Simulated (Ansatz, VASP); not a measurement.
# SnSe in VASP and in Ansatz

Contents of INCAR:

```
PREC = Accurate ; ENCUT = 520
EDIFF = 1E-6 ; ISMEAR = -1
SIGMA = 0.1 ; LREAL = F
LASPH = T ; NELM = 60
ALGO = Normal ; ISIF = 2
LWAVE = F ; LCHARG = T
GGA = PE ; LELF = T
LVHAR = T ; NBANDS = 17
```

The input KPOINTS:

```
Automatic mesh
0
Gamma
  14 14 14
```

Contents of POSCAR:

```
SnSe
1.0
    0.0000000000      2.4833200677      2.4833200677
    2.4833200677      0.0000000000      2.4833200677
    2.4833200677      2.4833200677      0.0000000000
Sn Se
1 1
Direct
    0.0000000000      0.0000000000      0.0000000000
    0.5000000000      0.5000000000      0.5000000000
```

Input for Ansatz:

```yaml
crystal:
  lattice:
    - [0.0, 2.4833200677, 2.4833200677]
    - [2.4833200677, 0.0, 2.4833200677]
    - [2.4833200677, 2.4833200677, 0.0]
  atoms:
    - { symbol: Sn, position: [0.0, 0.0, 0.0] }
    - { symbol: Se, position: [0.5, 0.5, 0.5] }
kpoints:
  mp_grid: { grid: [14, 14, 14] }
scf:
  occupations: { method: fermi_dirac, width: 0.1 }
hamiltonian:
  xc: pbe
  pseudopotentials: { kind: all_electron, datasets: crystal }
output:
  forces: true
  stress: true
  eigenvalues: true
```

Change from the starting cell: volume scaled by 0.55, crystal datasets.

Alike in both runs: task single point; functional PBE; k mesh 14 × 14 × 14; occupations fermi-dirac, width 0.1 eV; no spin polarisation.

```csv
,VASP,Ansatz
version,VASP 6.6.1,Ansatz 0.2.0
potentials or method,"VASP PAW PBE potentials, release 64 (Sn_d, Se), cutoff 520 eV","all-electron PAW with datasets made for the crystal, scalar-relativistic"
```

|  | VASP | Ansatz | Ansatz less VASP |
| --- | --- | --- | --- |
| pressure (GPa) | 104.1 | 103.5 | -0.60 |

Both programs put the cell under a high pressure, so it lies far from rest at this level. Ansatz ran all-electron here, and VASP with PAW potentials.

Noted on VASP's run: the cell as given lies far from equilibrium.
